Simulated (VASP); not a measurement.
# Al (C2/m) in VASP: notebook, part 2 of 2

VASP 6.6.1. Earlier steps stand in the parts before.

### 4 Single point, PBE+D3(BJ) (engineering shear strain xz -0.0933, normal strain along z +0.0467)

The input, INCAR:

```
SYSTEM = Al
PREC = Accurate
ENCUT = 520
EDIFF = 1E-6
ISMEAR = 0
SIGMA = 0.15
LREAL = .FALSE.
LASPH = .TRUE.
NELM = 60
ALGO = Fast
ISIF = 2
LWAVE = .FALSE.
LCHARG = .FALSE.
GGA = PE
IVDW = 12
NBANDS = 8
```

The input, KPOINTS:

```
regular mesh
0
G
  20 20 20
  0 0 0
```

The input, POSCAR:

```
Al
1.0
   -0.0928811800      1.9910220790      2.0840028101
    1.8981408990      0.0000000000      1.9911216301
    1.9910220790      1.9910220790     -0.0928811800
Al
1
Direct
    0.0000000000      0.0000000000      0.0000000000
```

Command:

```sh
$ cat potpaw_PBE.64/Al/POTCAR > POTCAR
$ mpirun -np 1 vasp_std > vasp.out
```

It took 78 s on 1 thread of Intel Xeon Platinum 8488C (Sapphire Rapids), shared host; peak memory 0.34 GiB.

Results (log left out):

```yaml
Free_energy: -4.0684 eV
Pressure: -2.7 GPa
Dispersion_energy_per_atom: -0.337 eV
```

Stress tensor (GPa, compression positive):
```
-1.43  0.00  3.14
 0.00 -2.67  0.00
 3.14  0.00 -3.89
```

Levels at points of the mesh, in eV from the Fermi level:
| k point | band 1 | band 2 | band 3 | band 4 | band 5 |
| --- | --- | --- | --- | --- | --- |
| (0.00, 0.00, 0.00) | -11.14 | 11.20 | 12.59 | 12.68 | 13.31 |
| (0.50, 0.00, 0.00) | -4.91 | -4.82 | 11.32 | 11.75 | 12.50 |
| (0.00, 0.50, 0.00) | -4.34 | -3.81 | 9.75 | 9.88 | 11.34 |
| (0.50, 0.50, 0.00) | -3.33 | -2.17 | 5.63 | 6.20 | 6.21 |
| (0.50, 0.00, 0.50) | -2.71 | -1.32 | 3.80 | 4.67 | 7.06 |
| (0.00, 0.50, 0.50) | -2.69 | -1.24 | 5.12 | 5.22 | 5.53 |

Caveat: the cell differs from its parent crystal (engineering shear strain xz -0.0933, normal strain along z +0.0467); pairwise dispersion overbinds metals, which lowers pressure and volume.

### 5 Single point, PBE+D3(BJ) (engineering shear strain xz -0.1400, normal strain along z +0.0700)

The input, INCAR:

```
PREC = Accurate
ENCUT = 520
EDIFF = 1E-6
ISMEAR = 0
SIGMA = 0.15
LREAL = False
LASPH = True
NELM = 60
ALGO = Fast
ISIF = 2
LWAVE = False
LCHARG = True
GGA = PE
IVDW = 12
LELF = True
LVHAR = True
NBANDS = 8
```

The input, KPOINTS:

```
Automatic mesh
0
Gamma
  20 20 20
```

The input, POSCAR:

```
Al
1.0
   -0.1393715455      1.9910220790      2.1303936245
    1.8516505335      0.0000000000      1.9910220790
    1.9910220790      1.9910220790     -0.1393715455
Al
1
Direct
    0.0000000000      0.0000000000      0.0000000000
```

Potentials or basis: VASP PAW PBE potentials, release 64 (Al).

Command:

```sh
$ cat potpaw_PBE.64/Al/POTCAR > POTCAR
$ mpirun -np 1 vasp_std > vasp.out
```

OUTCAR:

```text
PREC = Accurate
   ENCUT = 520
   EDIFF = 1E-6
   ISMEAR = 0
   LREAL = False
   LASPH = True
   NELM = 60
   ISIF = 2
   GGA = PE
   IVDW = 12
 IVDW          = 12

 ion  position               nearest neighbor table
   1  0.000  0.000  0.000-

  LATTYP: Found a base centered monoclinic cell.
 ALAT       =     3.9917882443
 B/A-ratio  =     0.9975589671
 C/A-ratio  =     0.6811399540
 COS(beta)  =    -0.6282163767

  Lattice vectors:

[... 447 lines left out ...]
      8      25.0349      0.00000

 [... further k-points ...]

------------------------ aborting loop because EDIFF is reached ----------------------------------------

 Edisp (eV)   -0.33014

 E8    (eV) :    -0.1477

  FORCE on cell =-STRESS in cart. coord.  units (eV):
  Direction    XX          YY          ZZ          XY          YZ          ZX
  --------------------------------------------------------------------------------------
  -------------------------------------------------------------------------------------
  Total      -0.14956    -0.35807    -0.49624     0.00000    -0.00000     0.41377
  in kB     -14.25200   -34.12152   -47.28877     0.00000    -0.00000    39.42954
  external pressure =      -31.89 kB  Pullay stress =        0.00 kB

 VOLUME and BASIS-vectors are now :
 -----------------------------------------------------------------------------
  energy-cutoff  :      520.00
  volume of cell :       16.81
      direct lattice vectors                 reciprocal lattice vectors
    -0.139371545  1.991022079  2.130393624    -0.235778143  0.251127301  0.219273673
     1.851650533  0.000000000  1.991022079     0.268787083 -0.251127301  0.252282613
     1.991022079  1.991022079 -0.139371545     0.235778143  0.251127301 -0.219273673

 POSITION                                       TOTAL-FORCE (eV/Angst)
 -----------------------------------------------------------------------------------
      0.00000      0.00000      0.00000         0.000000      0.000000     -0.000000
 -----------------------------------------------------------------------------------
    total drift:                                0.000000     -0.000000      0.000000

  FREE ENERGIE OF THE ION-ELECTRON SYSTEM (eV)
  ---------------------------------------------------
  free  energy   TOTEN  =        -4.0426776324 eV

  energy  without entropy=       -4.0382706114  energy(sigma->0) =       -4.04047412
```

OSZICAR:

```text
N       E                     dE             d eps       ncg     rms          rms(c)
DAV:   1    -0.231035311389E+01   -0.23104E+01   -0.84874E+02 33888   0.203E+02
DAV:   2    -0.372674223259E+01   -0.14164E+01   -0.13612E+01 47032   0.186E+01
DAV:   3    -0.373411079585E+01   -0.73686E-02   -0.73638E-02 43112   0.149E+00
DAV:   4    -0.373412939141E+01   -0.18596E-04   -0.18596E-04 51720   0.661E-02
DAV:   5    -0.373412943723E+01   -0.45827E-07   -0.45772E-07 43976   0.188E-03    0.130E+00
RMM:   6    -0.372162646097E+01    0.12503E-01   -0.95202E-04 33828   0.179E-01    0.764E-01
RMM:   7    -0.371252144499E+01    0.91050E-02   -0.31414E-03 40597   0.310E-01    0.118E-01
RMM:   8    -0.371253352024E+01   -0.12075E-04   -0.14890E-04 38207   0.762E-02    0.210E-02
RMM:   9    -0.371253522302E+01   -0.17028E-05   -0.21211E-05 39196   0.282E-02    0.119E-02
RMM:  10    -0.371253449194E+01    0.73108E-06   -0.46201E-06 40099   0.133E-02
   1 F= -.40426776E+01 E0= -.40404741E+01  d E =-.440702E-02
```

stdout:

```text
POSCAR found type information on POSCAR Al
 POSCAR found :  1 types and       1 ions
 scaLAPACK will be used
 LDA part: xc-table for (Slater+PW92), standard interpolation
 POSCAR, INCAR and KPOINTS ok, starting setup
 FFT: planning ... GRIDC
 FFT: planning ... GRID_SOFT
 FFT: planning ... GRID
 WAVECAR not read
 entering main loop
```

Run time: 80 s. Hardware: 1 thread of Intel Xeon Platinum 8488C (Sapphire Rapids), shared host; peak memory 0.35 GiB.

Results:

```yaml
Free_energy: -4.0427 eV
Pressure: -3.2 GPa
Dispersion_energy_per_atom: -0.330 eV
```

Caveat: the cell differs from its parent crystal (engineering shear strain xz -0.1400, normal strain along z +0.0700); pairwise dispersion overbinds metals, which lowers pressure and volume.

### 6 Single point, PBE+D3(BJ) (engineering shear strain xz -0.0933, normal strain along z +0.0700)

The input, INCAR:

```
SYSTEM = Al
  PREC = Accurate
  ENCUT = 520
  EDIFF = 1E-6
  ISMEAR = 0
  SIGMA = 0.15
  LREAL = .FALSE.
  LASPH = .TRUE.
  NELM = 80
  ALGO = Fast
  ISIF = 2
  LWAVE = .FALSE.
  LCHARG = .FALSE.
  GGA = PE
  IVDW = 12
  NBANDS = 8
```

The input, KPOINTS:

```
Automatic mesh
0
G
  20 20 20
  0 0 0
```

The input, POSCAR:

```
Al
1.0
   -0.0928811800      1.9910220790      2.1303936245
    1.8981408990      0.0000000000      2.0375124445
    1.9910220790      1.9910220790     -0.0928811800
Al
1
Direct
    0.0000000000      0.0000000000      0.0000000000
```

Potentials or basis: VASP PAW PBE potentials, release 64 (Al).

Command:

```sh
$ cat potpaw_PBE.64/Al/POTCAR > POTCAR
$ mpirun -np 1 vasp_std > vasp.out
```

OUTCAR:

```text
SYSTEM = Al
   PREC = Accurate
   ENCUT = 520
   EDIFF = 1E-6
   ISMEAR = 0
   LREAL = .FALSE.
   LASPH = .TRUE.
   NELM = 80
   ISIF = 2
   GGA = PE
   IVDW = 12
 IVDW          = 12

 ion  position               nearest neighbor table
   1  0.000  0.000  0.000-

  LATTYP: Found a base centered monoclinic cell.
 ALAT       =     3.9863747103
 B/A-ratio  =     0.9989136615
 C/A-ratio  =     0.6985473737
 COS(beta)  =    -0.6468023685

  Lattice vectors:

 A1 = (  -1.9910220790,   1.9910220790,   0.0928811800)
 A2 = (  -1.9910220790,  -1.9910220790,   0.0928811800)
 A3 = (   1.8981408990,   0.0000000000,   2.0375124445)

Analysis of symmetry for initial positions (statically):
=====================================================================
 Subroutine PRICEL returns:
 Original cell was already a primitive cell.

 Routine SETGRP: Setting up the symmetry group for a
 base centered monoclinic supercell.

 Subroutine GETGRP returns: Found  4 space group operations
 (whereof  4 operations were pure point group operations)
 out of a pool of  4 trial point group operations.

The static configuration has the point symmetry C_2h.

Analysis of symmetry for dynamics (positions and initial velocities):
[... 165 lines left out ...]

 k-point     1 :       0.0000    0.0000    0.0000
  band No.  band energies     occupation
      1      -3.2130      2.00000
      2      18.8616      0.00000
      3      20.2640      0.00000
      4      20.3485      0.00000
      5      20.8707      0.00000
      6      21.7018      0.00000
      7      23.1452      0.00000
      8      24.9913      0.00000
[... 243 lines left out ...]
 k-point    24 :      -0.4000    0.0500   -0.0000
  band No.  band energies     occupation
      1       1.2626      2.00000
      2       5.1172      2.00000
      3      17.1853      0.00000
      4      19.8311      0.00000
      5      20.4898      0.00000
      6      21.0168      0.00000
      7      23.7458      0.00000
      8      24.4405      0.00000

 [... further k-points ...]

------------------------ aborting loop because EDIFF is reached ----------------------------------------

 Edisp (eV)   -0.32908

 E8    (eV) :    -0.1471

  FORCE on cell =-STRESS in cart. coord.  units (eV):
  Direction    XX          YY          ZZ          XY          YZ          ZX
  --------------------------------------------------------------------------------------
  -------------------------------------------------------------------------------------
  Total      -0.26450    -0.36193    -0.65287     0.00000     0.00000     0.26879
  in kB     -25.14046   -34.40143   -62.05498     0.00000     0.00000    25.54897
  external pressure =      -40.53 kB  Pullay stress =        0.00 kB

 VOLUME and BASIS-vectors are now :
 -----------------------------------------------------------------------------
  energy-cutoff  :      520.00
  volume of cell :       16.86
      direct lattice vectors                 reciprocal lattice vectors
    -0.092881180  1.991022079  2.130393624    -0.240668103  0.251127301  0.224205732
     1.898140899  0.000000000  2.037512444     0.262610092 -0.251127301  0.246147721
     1.991022079  1.991022079 -0.092881180     0.240668103  0.251127301 -0.224205732

 POSITION                                       TOTAL-FORCE (eV/Angst)
 -----------------------------------------------------------------------------------
      0.00000      0.00000      0.00000        -0.000000      0.000000     -0.000000
 -----------------------------------------------------------------------------------
    total drift:                                0.000000     -0.000000      0.000000

  FREE ENERGIE OF THE ION-ELECTRON SYSTEM (eV)
  ---------------------------------------------------
  free  energy   TOTEN  =        -4.0570930932 eV

  energy  without entropy=       -4.0527618873  energy(sigma->0) =       -4.05492749
```

Wall time 89 s (1 thread of Intel Xeon Platinum 8488C (Sapphire Rapids), shared host); peak memory 0.35 GiB.

Results:

```
Free energy                : -4.0571 eV
Pressure                   : -4.1 GPa
Dispersion energy per atom : -0.329 eV
```

Stress tensor (GPa, compression positive):
```
-2.51  0.00  2.55
 0.00 -3.44  0.00
 2.55  0.00 -6.21
```

Levels at points of the mesh, in eV from the Fermi level:
```
           k point  band 1  band 2  band 3  band 4
(0.00, 0.00, 0.00)  -10.97   11.10   12.50   12.59
(0.50, 0.00, 0.00)   -4.84   -4.70   11.14   11.29
(0.00, 0.50, 0.00)   -4.24   -3.77    9.19    9.56
(0.50, 0.50, 0.00)   -3.43   -2.44    5.81    6.38
(0.50, 0.00, 0.50)   -2.54   -1.15    3.66    4.62
(0.00, 0.50, 0.50)   -2.51   -1.07    4.95    5.08
```

Caveat: the cell differs from its parent crystal (engineering shear strain xz -0.0933, normal strain along z +0.0700); pairwise dispersion overbinds metals, which lowers pressure and volume.

### 7 Summary

```tsv
cell	gap on the mesh (eV)	pressure (GPa)
a = 2.850, b = 2.717, c = 2.817 Å, angles 62.0, 63.4, 60.7°, 1 atom	none	-1.0
a = 2.886, b = 2.685, c = 2.819 Å, angles 63.2, 65.3, 60.7°, 1 atom	none	-1.7
a = 2.884, b = 2.751, c = 2.817 Å, angles 62.4, 63.8, 59.9°, 1 atom	none	-2.7
a = 2.919, b = 2.719, c = 2.819 Å, angles 63.6, 65.7, 59.9°, 1 atom	none	-3.2
a = 2.917, b = 2.785, c = 2.817 Å, angles 62.8, 64.2, 59.2°, 1 atom	none	-4.1
```

Alike in all rows: task single point; level PBE+D3(BJ); potentials or basis VASP PAW PBE potentials, release 64 (Al); no spin polarisation; k mesh 20 × 20 × 20; cutoff (eV) 520; smearing gaussian 0.15 eV.

Caveats: pairwise dispersion overbinds metals, which lowers pressure and volume.

Absolute energies hang on the potentials; compare differences alone.
